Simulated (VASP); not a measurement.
# Y3AlN4 (I4/mmm) in VASP: relaxation of cell and atoms with PBE

Aim: the relaxation of cell and atoms of Y3AlN4 with PBE.

Program: VASP 6.6.1. These are calculated values, not measurements. Logs are shortened: lines on timing, memory, paths and dates and some standing lists are left out, and cuts for length are marked.

**1. The cell of the first run**

It takes space group I4/mmm (No. 139, tetragonal). Conventional cell: a = 4.818 Å, b = 4.818 Å, c = 9.300 Å, α = 90.00°, β = 90.00°, γ = 90.00°. Within 3.1 Å of Y (site symmetry -4m2) lie 6 N at 2.33 to 2.42 Å. Y (site symmetry 4/mmm) has 6 N at 2.41 to 2.52 Å within 3.2 Å. Al (site symmetry 4/mmm) has 6 N at 2.13 to 2.41 Å within 2.8 Å. N (site symmetry mmm) has 4 Y at 2.33 to 2.41 Å and 2 Al at 2.41 Å and 12 N at 3.22 to 3.49 Å within 3.5 Å. Within 2.8 Å of N (site symmetry 4mm) lie 1 Al at 2.13 Å and 5 Y at 2.42 to 2.52 Å.

**2. Relaxation of cell and atoms, PBE**

INCAR

```
ALGO = Normal
EDIFF = 1E-6
EDIFFG = -0.01
ENCUT = 600
GGA = PE
IBRION = 2
ISIF = 3
ISMEAR = 0
LASPH = T
LCHARG = F
LREAL = F
LWAVE = F
NELM = 60
NSW = 100
PREC = Accurate
SIGMA = 0.02
```

KPOINTS

```
k-points
0
Gamma
  10 10 10
```

POSCAR

```
Y3AlN4
1.0
   -2.4089870739      2.4089870739      4.6502237994
    2.4089870739     -2.4089870739      4.6502237994
    2.4089870739      2.4089870739     -4.6502237994
Y Al N
3 1 4
Direct
    0.7500000000      0.2500000000      0.5000000000
    0.2500000000      0.7500000000      0.5000000000
    0.5000000000      0.5000000000      0.0000000000
    0.0000000000      0.0000000000      0.0000000000
    0.5000000000      0.0000000000      0.5000000000
    0.0000000000      0.5000000000      0.5000000000
    0.2289252843      0.2289252843      0.0000000000
    0.7710747157      0.7710747157      0.0000000000
```

Potentials or basis: VASP PAW PBE potentials, release 64 (Y_sv, Al, N).

On the command line:

```console
> cat potpaw_PBE.64/Y_sv/POTCAR potpaw_PBE.64/Al/POTCAR potpaw_PBE.64/N/POTCAR > POTCAR
> mpirun -np 1 vasp_std > vasp.out
```

OUTCAR:

```text
EDIFF = 1E-6
   EDIFFG = -0.01
   ENCUT = 600
   GGA = PE
   IBRION = 2
   ISIF = 3
   ISMEAR = 0
   LASPH = T
   LREAL = F
   NELM = 60
   NSW = 100
   PREC = Accurate

 ion  position               nearest neighbor table
   1  0.750  0.250  0.500-   5 2.33   6 2.33   8 2.42   7 2.42   8 2.42   7 2.42   3 3.35   3 3.35
                             4 3.35   4 3.35   4 3.35   3 3.35   3 3.35   4 3.35   2 3.41   2 3.41
   2  0.250  0.750  0.500-   5 2.33   6 2.33   8 2.42   7 2.42   8 2.42   7 2.42   3 3.35   4 3.35
                             4 3.35   3 3.35   4 3.35   3 3.35   3 3.35   4 3.35   1 3.41   1 3.41
   3  0.500  0.500  0.000-   5 2.41   6 2.41   5 2.41   6 2.41   7 2.52   8 2.52   2 3.35   2 3.35
                             1 3.35   1 3.35   1 3.35   2 3.35   1 3.35   2 3.35   4 3.41   4 3.41
   4  0.000  0.000  0.000-   7 2.13   8 2.13   5 2.41   6 2.41   6 2.41   5 2.41   1 3.35   1 3.35
                             2 3.35   2 3.35   1 3.35   2 3.35   1 3.35   2 3.35   3 3.41   3 3.41
   5  0.500  0.000  0.500-   1 2.33   2 2.33   3 2.41   4 2.41   3 2.41   4 2.41
   6  0.000  0.500  0.500-   1 2.33   2 2.33   3 2.41   4 2.41   4 2.41   3 2.41
   7  0.229  0.229  0.000-   4 2.13   2 2.42   1 2.42   1 2.42   2 2.42   3 2.52
   8  0.771  0.771  0.000-   4 2.13   2 2.42   1 2.42   1 2.42   2 2.42   3 2.52

  LATTYP: Found a body centered tetragonal cell.
 ALAT       =     4.8179741478
 C/A-ratio  =     1.9303647785

  Lattice vectors:

 A1 = (  -2.4089870739,   2.4089870739,   4.6502237994)
 A2 = (   2.4089870739,  -2.4089870739,   4.6502237994)
 A3 = (   2.4089870739,   2.4089870739,  -4.6502237994)

Analysis of symmetry for initial positions (statically):
=====================================================================
 Subroutine PRICEL returns:
 Original cell was already a primitive cell.

 Routine SETGRP: Setting up the symmetry group for a
 body centered tetragonal supercell.

 Subroutine GETGRP returns: Found 16 space group operations
 (whereof 16 operations were pure point group operations)
 out of a pool of 16 trial point group operations.

The static configuration has the point symmetry D_4h.

Analysis of symmetry for dynamics (positions and initial velocities):
=====================================================================
 Subroutine PRICEL returns:
 Original cell was already a primitive cell.

 Routine SETGRP: Setting up the symmetry group for a
 body centered tetragonal supercell.

 Subroutine GETGRP returns: Found 16 space group operations
 (whereof 16 operations were pure point group operations)
 out of a pool of 16 trial point group operations.

The dynamic configuration has the point symmetry D_4h.

 Subroutine INISYM returns: Found 16 space group operations
 (whereof 16 operations are pure point group operations),
 and found     1 'primitive' translations

----------------------------------------------------------------------------------------

                                     Primitive cell

  volume of cell :     107.9451

  direct lattice vectors                    reciprocal lattice vectors
    -2.408987074  2.408987074  4.650223799     0.000000000  0.207556116  0.107521707
     2.408987074 -2.408987074  4.650223799     0.207556116  0.000000000  0.107521707
     2.408987074  2.408987074 -4.650223799     0.207556116  0.207556116  0.000000000

  length of vectors
     5.764635186  5.764635186  5.764635186     0.233752986  0.233752986  0.293528674

  position of ions in fractional coordinates (direct lattice)
     0.750000000  0.250000000  0.500000000
     0.250000000  0.750000000  0.500000000
     0.500000000  0.500000000  0.000000000
     0.000000000  0.000000000  0.000000000
     0.500000000  0.000000000  0.500000000
     0.000000000  0.500000000  0.500000000
     0.228925284  0.228925284  0.000000000
     0.771074716  0.771074716  0.000000000

  ion indices of the primitive-cell ions
   primitive index   ion index
                 1           1
                 2           2
                 3           3
                 4           4
                 5           5
                 6           6
                 7           7
                 8           8

----------------------------------------------------------------------------------------

 KPOINTS: k-points

Automatic generation of k-mesh.
 Grid dimensions read from file:
 generate k-points for:   10   10   10

 Generating k-lattice:

  Cartesian coordinates                     Fractional coordinates (reciprocal lattice)
     0.000000000  0.020755612  0.010752171     0.100000000 -0.000000000  0.000000000
     0.020755612  0.000000000  0.010752171    -0.000000000  0.100000000  0.000000000
     0.020755612  0.020755612  0.000000000     0.000000000  0.000000000  0.100000000

  Length of vectors
     0.023375299  0.023375299  0.029352867

  Shift w.r.t. Gamma in fractional coordinates (k-lattice)
     0.000000000  0.000000000  0.000000000

 Subroutine IBZKPT returns following result:
 ===========================================

 Found    102 irreducible k-points:

 Following reciprocal coordinates:
            Coordinates               Weight
  0.000000  0.000000  0.000000      1.000000
  0.100000 -0.000000  0.000000      8.000000
  0.200000 -0.000000  0.000000      8.000000
  0.300000  0.000000  0.000000      8.000000
  0.400000 -0.000000  0.000000      8.000000
  0.500000  0.000000 -0.000000      4.000000
[... 16 lines left out ...]
  0.300000  0.300000  0.000000      8.000000
  0.400000  0.300000  0.000000     16.000000
 [... further k-points ...]
   k-points           NKPTS =    102   k-points in BZ     NKDIM =    102   number of bands    NBANDS=     33
   number of dos      NEDOS =    301   number of ions     NIONS =      8
   total plane-waves  NPLWV = 110592
   dimension x,y,z NGX =    48 NGY =   48 NGZ =   48
   dimension x,y,z NGXF=    96 NGYF=   96 NGZF=   96
   ions per type =               3   1   4
   NGX,Y,Z   is equivalent  to a cutoff of  13.84, 13.84, 13.84 a.u.
   NGXF,Y,Z  is equivalent  to a cutoff of  27.69, 27.69, 27.69 a.u.
 SYSTEM =  unknown system
   PREC   = accura    normal or accurate (medium, high low for compatibility)
   ISTART =      0    job   : 0-new  1-cont  2-samecut
   ICHARG =      2    charge: 1-file 2-atom 10-const
   ISPIN  =      1    spin polarized calculation?
   LNONCOLLINEAR =      F non collinear calculations
   LSORBIT =      F    spin-orbit coupling
   LASPH  =      T    aspherical Exc in radial PAW
   ENCUT  =  600.0 eV  44.10 Ry    6.64 a.u.  11.51 11.51 11.51*2*pi/ulx,y,z
   NELM   =     60;   NELMIN=  2; NELMDL= -5     # of ELM steps
   EDIFF  = 0.1E-05   stopping-criterion for ELM
   LREAL  =      F    real-space projection
   EDIFFG = -.1E-01   stopping-criterion for IOM
   NSW    =    100    number of steps for IOM
   IBRION =      2    ionic relax: 0-MD 1-quasi-New 2-CG
   NFREE  =      1    steps in history (QN), initial steepest desc. (CG)
   ISIF   =      3    stress and relaxation
   ISYM   =      2    0-nonsym 1-usesym 2-fastsym
   POTIM  = 0.5000    time-step for ionic-motion
   TEBEG  =    0.0;   TEEND  =   0.0 temperature during run
   PSTRESS=    0.0 pullay stress
   NELECT =      56.0000    total number of electrons
   NUPDOWN=      -1.0000    fix difference up-down
   EMIN   =  10.00;   EMAX   =-10.00  energy-range for DOS
   EFERMI =   0.00;   METHOD = LEGACY
   ISMEAR =     0;   SIGMA  =   0.02  broadening in eV -4-tet -1-fermi 0-gaus
   EFERMI_NEDOS =   21; number of points for ismear=-14 and -15
   IALGO  =     38    algorithm
   IMIX   =      4    mixing-type and parameters
     AMIX     =   0.40;   BMIX     =  1.00
     AMIX_MAG =   1.60;   BMIX_MAG =  1.00
  volume/ion in A,a.u.               =      13.49        91.06
  Fermi-wavevector in a.u.,A,eV,Ry     =   1.315437  2.485815 23.543159  1.730373
  Thomas-Fermi vector in A             =   2.445619
   LORBIT       =      0    0 simple, 1 ext, 2 COOP (PROOUT), +10 PAW based schemes
   GGA     = PE    functional components
   LHFCALC =     F    Hartree Fock is set to
   AEXX    =    0.0000 exact exchange contribution
   IVDW    =     0    specifies the selected vdW correction
   LEPSILON=     F    determine dielectric tensor
   LRPA    =     F    only Hartree local field effects (RPA)
 conjugate gradient relaxation of ions
 non-spin polarized calculation
 Gauss-broadening in eV      SIGMA  =   0.02
  energy-cutoff  :      600.00
  volume of cell :      107.95
 maximum number of plane-waves:      3647
 NGX is ok and might be reduce to    48
   NGX = 23   NGY = 23   NGZ = 23

--------------------------------------- Ionic step        1  -------------------------------------------

 number of electron      55.9999998 magnetization

 Free energy of the ion-electron system (eV)
  ---------------------------------------------------
  ext. energy  EPLUGINS =         0.00000000
  ---------------------------------------------------
  free energy    TOTEN  =       -67.28143222 eV

  energy without entropy =      -67.28143222  energy(sigma->0) =      -67.28143222

------------------------ aborting loop because EDIFF is reached ----------------------------------------

  FORCE on cell =-STRESS in cart. coord.  units (eV):
  Direction    XX          YY          ZZ          XY          YZ          ZX
  --------------------------------------------------------------------------------------
  -------------------------------------------------------------------------------------
  Total       -0.1754317     -0.1754317     -0.0755973      0.0000000     -0.0000000      0.0000000
  in kB       -2.6038491     -2.6038491     -1.1220548      0.0000000     -0.0000000      0.0000000
  external PRESSURE =      -2.1099177 kB  Pullay stress =       0.0000000 kB
[... 69 lines left out ...]
  energy  without entropy=      -67.2814913827  energy(sigma->0) =      -67.28149138

--------------------------------------- Ionic step        3  -------------------------------------------

 number of electron      55.9999998 magnetization

 Free energy of the ion-electron system (eV)
  ---------------------------------------------------
  ext. energy  EPLUGINS =         0.00000000
  ---------------------------------------------------
  free energy    TOTEN  =       -67.28155680 eV

  energy without entropy =      -67.28155680  energy(sigma->0) =      -67.28155680

 E-fermi :   5.0857     XC(G=0): -11.2737

 val. band max:        4.9770405396   @ k =   0.0000   0.0000   0.0000
 cond. band min:       5.4461844000   @ k =   0.0000   0.0000   0.0000
 fundamental gap:      0.4691438605
 Fermi energy:         5.0856977175

 k-point     1 :       0.0000    0.0000    0.0000
  band No.  band energies     occupation
      1     -36.1547      2.00000
      2     -35.6403      2.00000
      3     -35.5551      2.00000
      4     -16.5552      2.00000
      5     -16.2842      2.00000
      6     -16.2842      2.00000
[... 853 lines left out ...]
     32       9.6362      0.00000
     33      10.2781      0.00000

 [... further k-points ...]

------------------------ aborting loop because EDIFF is reached ----------------------------------------

  FORCE on cell =-STRESS in cart. coord.  units (eV):
  Direction    XX          YY          ZZ          XY          YZ          ZX
  --------------------------------------------------------------------------------------
  -------------------------------------------------------------------------------------
  Total       -0.0105070     -0.0105070      0.0650602      0.0000000      0.0000000      0.0000000
  in kB       -0.1561864     -0.1561864      0.9671181      0.0000000      0.0000000      0.0000000
  external PRESSURE =       0.2182485 kB  Pullay stress =       0.0000000 kB
[... 23 lines left out ...]
  FREE ENERGIE OF THE ION-ELECTRON SYSTEM (eV)
  ---------------------------------------------------
  free  energy   TOTEN  =       -67.2815567962 eV

  energy  without entropy=      -67.2815567962  energy(sigma->0) =      -67.28155680

 reached required accuracy - stopping structural energy minimisation
```

Wall time 39 min (1 thread of Oxide Virtual Turin-like, shared host); peak memory 0.61 GiB.

What came out:

| Item | Value |
| --- | --- |
| Free energy | -67.2816 eV |
| Relaxed volume | 13.47 Å³/atom |
| Relaxed cell | a = 5.762 Å, b = 5.762 Å, c = 5.762 Å, α = 130.61°, β = 130.61°, γ = 72.43° |
| Space group after relaxing (to 0.1 Å) | I4/mmm (No. 139) |
| Energy gained by relaxing | 0.0 meV/atom |
| Ionic steps | 3 |
| Pressure after relaxing | 0.0 GPa |
| Largest force after relaxing | 0.004 eV/Å |
| Band gap on the k mesh | 0.47 eV |

Forces in eV/Å, atoms in the order of the input:
```
Y    0.000  0.000  0.000
Y    0.000  0.000  0.000
Y    0.000  0.000  0.000
Al   0.000  0.000  0.000
N    0.000  0.000  0.000
N    0.000  0.000  0.000
N    0.000  0.000 -0.004
N    0.000  0.000  0.004
```

Step by step:
```tsv
step	energy change (eV)	largest force (eV/Å)	pressure (GPa)	volume (Å³)
1	0.0000	0.0037	-0.21	107.95
2	-0.0001	0.0044	0.19	107.67
3	-0.0001	0.0042	0.02	107.78
```

Final structure:
```
Y Al N
1.0
    -2.40749    2.40749    4.64898
     2.40749   -2.40749    4.64898
     2.40749    2.40749   -4.64898
Y Al N
3 1 4
Direct
  0.75000 0.25000 0.50000
  0.25000 0.75000 0.50000
  0.50000 0.50000 0.00000
  0.00000 0.00000 0.00000
  0.50000 0.00000 0.50000
  0.00000 0.50000 0.50000
  0.22891 0.22891 0.00000
  0.77109 0.77109 0.00000
```

A k mesh can miss the band edges.
